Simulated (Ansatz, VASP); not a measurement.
## AgCl: VASP beside Ansatz

```
Ag Cl
1.0
     3.39559    0.06995    0.00000
     0.06995    3.39559    0.00000
     0.00000    0.00000    3.39559
Ag Cl
1 1
Direct
  0.00000 0.00000 0.00000
  0.50000 0.50000 0.50000
```

Change from the starting cell: shear_xy strain +4.1%.

Alike in both runs: task single point; functional r2SCAN; k mesh 8 × 8 × 8; no spin polarisation.

```csv
,VASP,Ansatz
version,VASP 6.6.1,Ansatz 0.2.0
potentials or method,"VASP PAW PBE potentials, release 64 (Ag, Cl)","plane waves, PAW"
plane-wave cutoff (eV),520,500
occupations,"gaussian, width 0.01 eV",fixed
valence electrons in the cell,18,26
```

Ansatz gave:

```
gap on the k mesh at the Fermi level (eV)                     : 1.10
pressure (GPa)                                                : 0.0
traceless stress, the component that is largest in VASP (GPa) : 0.41
```

**Question.** Which values does VASP return?

**Answer.** gap on the k mesh at the Fermi level (eV): 1.05; pressure (GPa): -0.1; traceless stress, the component that is largest in VASP (GPa): 0.42.

VASP's potentials were made for PBE, not for r2SCAN. VASP's potentials hold 18 valence electrons a cell and Ansatz's 26, so a difference there can come from the potentials and not from the codes.
